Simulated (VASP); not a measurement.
# Lu (P6_3/mmc) in VASP: a series of runs

Runs on Lu. Level: revPBE. Tasks: single point.

Everything below comes from runs of VASP 6.6.1. Logs are shortened: lines on timing, memory, paths and dates and some standing lists are left out, and cuts for length are marked.

## 1. The cell of the first run

The structure is hexagonal, space group P6_3/mmc (No. 194). Conventional cell: a = 3.607 Å, b = 3.607 Å, c = 11.564 Å, α = 90.00°, β = 90.00°, γ = 120.00°. Lu (site symmetry -3m) has 12 Lu at 3.56 to 3.61 Å within 4.7 Å. Lu (site symmetry -6m2) has 12 Lu at 3.56 to 3.61 Å within 4.7 Å.

## 2. Single point, revPBE (volume scaled by 1.08)

Contents of INCAR:

```
ALGO = Normal
EDIFF = 1E-7
ENCUT = 520
GGA = RE
ISIF = 2
ISMEAR = -1
LASPH = True
LCHARG = True
LELF = True
LREAL = False
LVHAR = True
LWAVE = False
NBANDS = 58
NELM = 80
PREC = Accurate
SIGMA = 0.1
```

Contents of KPOINTS:

```
k-points
0
Gamma
  12 12 4
```

Contents of POSCAR:

```
Lu
1.0
    3.6071115246      0.0000000000      0.0000000000
   -1.8035557623      3.1238502146      0.0000000000
    0.0000000000      0.0000000000     11.5639070055
Lu
4
Direct
    0.0000000000      0.0000000000      1.0000000000
    0.0000000000      0.0000000000      0.5000000000
    0.3333333333      0.6666666667      0.2500000000
    0.6666666667      0.3333333333      0.7500000000
```

Potentials or basis: VASP PAW PBE potentials, release 64 (Lu).

The run is started by

```bash
> cat potpaw_PBE.64/Lu/POTCAR > POTCAR
> mpirun -np 1 vasp_std > vasp.out
```

OUTCAR:

```text
EDIFF = 1E-7
   ENCUT = 520
   GGA = RE
   ISIF = 2
   ISMEAR = -1
   LASPH = True
   LREAL = False
   NELM = 80
   PREC = Accurate

 ion  position               nearest neighbor table
   1  0.000  0.000  0.000-   3 3.56   4 3.56   4 3.56   3 3.56   4 3.56   3 3.56
   2  0.000  0.000  0.500-   3 3.56   4 3.56   4 3.56   3 3.56   4 3.56   3 3.56
   3  0.333  0.667  0.250-   1 3.56   2 3.56   1 3.56   2 3.56   1 3.56   2 3.56
   4  0.667  0.333  0.750-   1 3.56   2 3.56   1 3.56   2 3.56   1 3.56   2 3.56

  LATTYP: Found a hexagonal cell.
 ALAT       =     3.6071115246
 C/A-ratio  =     3.2058634524

  Lattice vectors:

 A1 = (   3.6071115246,   0.0000000000,   0.0000000000)
 A2 = (  -1.8035557623,   3.1238502146,   0.0000000000)
 A3 = (   0.0000000000,   0.0000000000,  11.5639070055)

Analysis of symmetry for initial positions (statically):
=====================================================================
 Subroutine PRICEL returns:
 Original cell was already a primitive cell.

 Routine SETGRP: Setting up the symmetry group for a
 hexagonal supercell.

 Subroutine GETGRP returns: Found 24 space group operations
 (whereof 12 operations were pure point group operations)
 out of a pool of 24 trial point group operations.

The static configuration has the point symmetry D_3d.
 The point group associated with its full space group is D_6h.

Analysis of symmetry for dynamics (positions and initial velocities):
=====================================================================
 Subroutine PRICEL returns:
 Original cell was already a primitive cell.

 Routine SETGRP: Setting up the symmetry group for a
 hexagonal supercell.

 Subroutine GETGRP returns: Found 24 space group operations
 (whereof 12 operations were pure point group operations)
 out of a pool of 24 trial point group operations.

The dynamic configuration has the point symmetry D_3d.
 The point group associated with its full space group is D_6h.

 Subroutine INISYM returns: Found 24 space group operations
 (whereof 12 operations are pure point group operations),
 and found     1 'primitive' translations

----------------------------------------------------------------------------------------

                                     Primitive cell

  volume of cell :     130.3030

  direct lattice vectors                    reciprocal lattice vectors
     3.607111525  0.000000000  0.000000000     0.277230131  0.160058891  0.000000000
    -1.803555762  3.123850215  0.000000000     0.000000000  0.320117781  0.000000000
     0.000000000  0.000000000 11.563907006     0.000000000  0.000000000  0.086475963

  length of vectors
     3.607111525  3.607111525 11.563907006     0.320117781  0.320117781  0.086475963

  position of ions in fractional coordinates (direct lattice)
     0.000000000  0.000000000  0.000000000
     0.000000000  0.000000000  0.500000000
     0.333333333  0.666666667  0.250000000
     0.666666667  0.333333333  0.750000000

  ion indices of the primitive-cell ions
   primitive index   ion index
                 1           1
                 2           2
                 3           3
                 4           4

----------------------------------------------------------------------------------------

 KPOINTS: k-points

Automatic generation of k-mesh.
 Grid dimensions read from file:
 generate k-points for:   12   12    4

 Generating k-lattice:

  Cartesian coordinates                     Fractional coordinates (reciprocal lattice)
     0.023102511  0.013338241  0.000000000     0.083333333  0.000000000  0.000000000
     0.000000000  0.026676482  0.000000000     0.000000000  0.083333333  0.000000000
     0.000000000  0.000000000  0.021618991     0.000000000  0.000000000  0.250000000

  Length of vectors
     0.026676482  0.026676482  0.021618991

  Shift w.r.t. Gamma in fractional coordinates (k-lattice)
     0.000000000  0.000000000  0.000000000

 Subroutine IBZKPT returns following result:
 ===========================================

 Found     57 irreducible k-points:

 Following reciprocal coordinates:
            Coordinates               Weight
  0.000000  0.000000  0.000000      1.000000
  0.083333 -0.000000  0.000000      6.000000
  0.166667 -0.000000  0.000000      6.000000
  0.250000  0.000000  0.000000      6.000000
  0.333333 -0.000000  0.000000      6.000000
  0.416667 -0.000000  0.000000      6.000000
[... 16 lines left out ...]
  0.250000  0.000000  0.250000     12.000000
  0.333333 -0.000000  0.250000     12.000000
 [... further k-points ...]
   k-points           NKPTS =     57   k-points in BZ     NKDIM =     57   number of bands    NBANDS=     58
   number of dos      NEDOS =    301   number of ions     NIONS =      4
   total plane-waves  NPLWV =  70560
   dimension x,y,z NGX =    28 NGY =   28 NGZ =   90
   dimension x,y,z NGXF=    56 NGYF=   56 NGZF=  180
   ions per type =               4
   NGX,Y,Z   is equivalent  to a cutoff of  12.90, 12.90, 12.94 a.u.
   NGXF,Y,Z  is equivalent  to a cutoff of  25.81, 25.81, 25.88 a.u.
 SYSTEM =  unknown system
   PREC   = accura    normal or accurate (medium, high low for compatibility)
   ISTART =      0    job   : 0-new  1-cont  2-samecut
   ICHARG =      2    charge: 1-file 2-atom 10-const
   ISPIN  =      1    spin polarized calculation?
   LNONCOLLINEAR =      F non collinear calculations
   LSORBIT =      F    spin-orbit coupling
   LASPH  =      T    aspherical Exc in radial PAW
   ENCUT  =  520.0 eV  38.22 Ry    6.18 a.u.   6.71  6.71 21.50*2*pi/ulx,y,z
   NELM   =     80;   NELMIN=  2; NELMDL= -5     # of ELM steps
   EDIFF  = 0.1E-06   stopping-criterion for ELM
   LREAL  =      F    real-space projection
   EDIFFG = 0.1E-05   stopping-criterion for IOM
   NSW    =      0    number of steps for IOM
   IBRION =     -1    ionic relax: 0-MD 1-quasi-New 2-CG
   NFREE  =      0    steps in history (QN), initial steepest desc. (CG)
   ISIF   =      2    stress and relaxation
   ISYM   =      2    0-nonsym 1-usesym 2-fastsym
   POTIM  = 0.5000    time-step for ionic-motion
   TEBEG  =    0.0;   TEEND  =   0.0 temperature during run
   PSTRESS=    0.0 pullay stress
   NELECT =     100.0000    total number of electrons
   NUPDOWN=      -1.0000    fix difference up-down
   EMIN   =  10.00;   EMAX   =-10.00  energy-range for DOS
   EFERMI =   0.00;   METHOD = LEGACY
   ISMEAR =    -1;   SIGMA  =   0.10  broadening in eV -4-tet -1-fermi 0-gaus
   EFERMI_NEDOS =   21; number of points for ismear=-14 and -15
   IALGO  =     38    algorithm
   IMIX   =      4    mixing-type and parameters
     AMIX     =   0.40;   BMIX     =  1.00
     AMIX_MAG =   1.60;   BMIX_MAG =  1.00
  volume/ion in A,a.u.               =      32.58       219.83
  Fermi-wavevector in a.u.,A,eV,Ry     =   1.498845  2.832406 30.565981  2.246536
  Thomas-Fermi vector in A             =   2.610551
   LORBIT       =      0    0 simple, 1 ext, 2 COOP (PROOUT), +10 PAW based schemes
   GGA     = RE    functional components
   LHFCALC =     F    Hartree Fock is set to
   AEXX    =    0.0000 exact exchange contribution
   IVDW    =     0    specifies the selected vdW correction
   LEPSILON=     F    determine dielectric tensor
   LRPA    =     F    only Hartree local field effects (RPA)
 non-spin polarized calculation
  energy-cutoff  :      520.00
  volume of cell :      130.30
 maximum number of plane-waves:      3547
 NGX is ok and might be reduce to    28
   NGX = 13   NGY = 13   NGZ = 43

 number of electron     100.0000013 magnetization

 Free energy of the ion-electron system (eV)
  ---------------------------------------------------
  ext. energy  EPLUGINS =         0.00000000
  ---------------------------------------------------
  free energy    TOTEN  =       -16.91235854 eV

  energy without entropy =      -16.67548260  energy(sigma->0) =      -16.79392057

 E-fermi :   1.9064     XC(G=0): -10.0362

 val. band max:        1.9014701538   @ k =   0.3333  -0.0000   0.2500
 cond. band min:       1.9080050333   @ k =   0.4167   0.1667   0.2500
 fundamental gap:      0.0065348795
 Fermi energy:         1.9063515423

 k-point     1 :       0.0000    0.0000    0.0000
  band No.  band energies     occupation
      1     -54.6202      2.00000
      2     -54.6141      2.00000
      3     -54.6064      2.00000
      4     -54.6002      2.00000
      5     -25.4272      2.00000
      6     -25.2684      2.00000
[... 50 lines left out ...]
     57       4.3247      0.00000
     58       4.3521      0.00000

 k-point     2 :       0.0833   -0.0000    0.0000
  band No.  band energies     occupation
      1     -54.6193      2.00000
      2     -54.6135      2.00000
      3     -54.6057      2.00000
      4     -54.5998      2.00000
      5     -25.4200      2.00000
      6     -25.2709      2.00000
[... 50 lines left out ...]
     57       4.3732      0.00000
     58       4.4630      0.00000

 k-point     3 :       0.1667   -0.0000    0.0000
  band No.  band energies     occupation
      1     -54.6167      2.00000
      2     -54.6116      2.00000
      3     -54.6038      2.00000
      4     -54.5987      2.00000
      5     -25.3993      2.00000
      6     -25.2821      2.00000
[... 1216 lines left out ...]
      3     -54.6004      2.00000
      4     -54.5977      2.00000
      5     -25.3657      2.00000
      6     -25.3318      2.00000
[... 50 lines left out ...]
     57       4.3391      0.00000
     58       4.6313      0.00000

 k-point    24 :       0.3333   -0.0000    0.2500
  band No.  band energies     occupation
      1     -54.6088      2.00000
      2     -54.6069      2.00000
      3     -54.5982      2.00000
      4     -54.5963      2.00000
      5     -25.3673      2.00000
      6     -25.3422      2.00000
[... 50 lines left out ...]
     57       4.1291      0.00000
     58       4.6318      0.00000

 [... further k-points ...]
[... 5 lines left out ...]
  --------------------------------------------------------------------------------------
  -------------------------------------------------------------------------------------
  Total       -2.2181599     -2.2181599     -2.2357929      0.0000000      0.0000000      0.0000000
  in kB      -27.2740142    -27.2740142    -27.4908262      0.0000000      0.0000000      0.0000000
  external PRESSURE =     -27.3462848 kB  Pullay stress =       0.0000000 kB

 VOLUME and BASIS-vectors are now :
 -----------------------------------------------------------------------------
  energy-cutoff  :      520.00
  volume of cell :      130.30
      direct lattice vectors                 reciprocal lattice vectors
     3.607111525  0.000000000  0.000000000     0.277230131  0.160058891  0.000000000
    -1.803555762  3.123850215  0.000000000     0.000000000  0.320117781  0.000000000
     0.000000000  0.000000000 11.563907006     0.000000000  0.000000000  0.086475963

 POSITION                                       TOTAL-FORCE (eV/Angst)
 -----------------------------------------------------------------------------------
      0.00000      0.00000      0.00000         0.000000      0.000000      0.000000
      0.00000      0.00000      5.78195         0.000000      0.000000      0.000000
     -0.00000      2.08257      2.89098         0.000000     -0.000000      0.000000
      1.80356      1.04128      8.67293        -0.000000      0.000000     -0.000000
 -----------------------------------------------------------------------------------
    total drift:                                0.000000     -0.000000      0.000000

  FREE ENERGIE OF THE ION-ELECTRON SYSTEM (eV)
  ---------------------------------------------------
  free  energy   TOTEN  =       -16.9123585430 eV

  energy  without entropy=      -16.6754826012  energy(sigma->0) =      -16.79392057
```

Run time: 10 min. Hardware: 1 thread of Intel Xeon 6975P-C, shared host; peak memory 0.46 GiB.

Results:

* Free energy: -16.9124 eV
* Pressure: -2.7 GPa
* Band gap on the k mesh: zero (band 50 reaches 2.90 eV, above the bottom of band 51 at 1.48 eV)

Caveat: the PAW data sets were made with another functional, which shifts forces and pressure a little; spin-orbit coupling is left out, which moves the levels of the heavy elements.

## 3. Single point, revPBE (volume scaled by 1.12)

Contents of INCAR:

```
ALGO     = Normal         # electronic algorithm
EDIFF    = 1E-6           # SCF threshold, eV
ENCUT    = 520            # plane-wave cutoff, eV
GGA      = RE             # functional
ISIF     = 2              # what is computed and relaxed
ISMEAR   = -1             # smearing method
LASPH    = T              # aspherical terms in the spheres
LCHARG   = T              # write CHGCAR
LELF     = T              # ELF
LREAL    = F              # projectors in reciprocal space
LVHAR    = T            
LWAVE    = F              # write WAVECAR
NBANDS   = 58             # bands
NELM     = 100            # most SCF steps
PREC     = Accurate       # precision mode
SIGMA    = 0.1            # smearing width, eV
```

KPOINTS is that of step 2.

Contents of POSCAR:

```
Lu
1.0
    3.6511050253      0.0000000000      0.0000000000
   -1.8255525127      3.1619497038      0.0000000000
    0.0000000000      0.0000000000     11.7049441616
Lu
4
Direct
    0.0000000000      0.0000000000      1.0000000000
    0.0000000000      0.0000000000      0.5000000000
    0.3333333333      0.6666666667      0.2500000000
    0.6666666667      0.3333333333      0.7500000000
```

Potentials or basis: VASP PAW PBE potentials, release 64 (Lu).

The run is started by

```bash
> cat potpaw_PBE.64/Lu/POTCAR > POTCAR
> mpirun -np 1 vasp_std > vasp.out
```

Run time: 25 min. Hardware: 1 thread of AMD EPYC 7R13, shared host; peak memory 0.43 GiB.

The run converged. Its results:

```
Free energy            : -16.8153 eV
Pressure               : -3.8 GPa
Band gap on the k mesh : zero (band 50 reaches 2.76 eV, above the bottom of band 51 at 1.38 eV)
```

Levels at points of the mesh, in eV from the Fermi level:
| k point | band 47 | band 48 | band 49 | band 50 | band 51 | band 52 | band 53 | band 54 |
| --- | --- | --- | --- | --- | --- | --- | --- | --- |
| (0.00, 0.00, 0.00) | -4.25 | -2.27 | 0.09 | 0.98 | 1.03 | 1.93 | 1.93 | 1.99 |
| (0.50, 0.00, 0.00) | -1.63 | -1.42 | -0.44 | -0.35 | -0.30 | 0.07 | 1.03 | 1.06 |
| (0.00, 0.00, 0.50) | -2.95 | -2.95 | 0.34 | 0.34 | 1.83 | 1.83 | 2.05 | 2.05 |
| (0.50, 0.00, 0.50) | -1.54 | -1.54 | -0.37 | -0.37 | -0.15 | -0.15 | 1.09 | 1.09 |

Caveat: the PAW data sets were made with another functional, which shifts forces and pressure a little; spin-orbit coupling is left out, which moves the levels of the heavy elements.
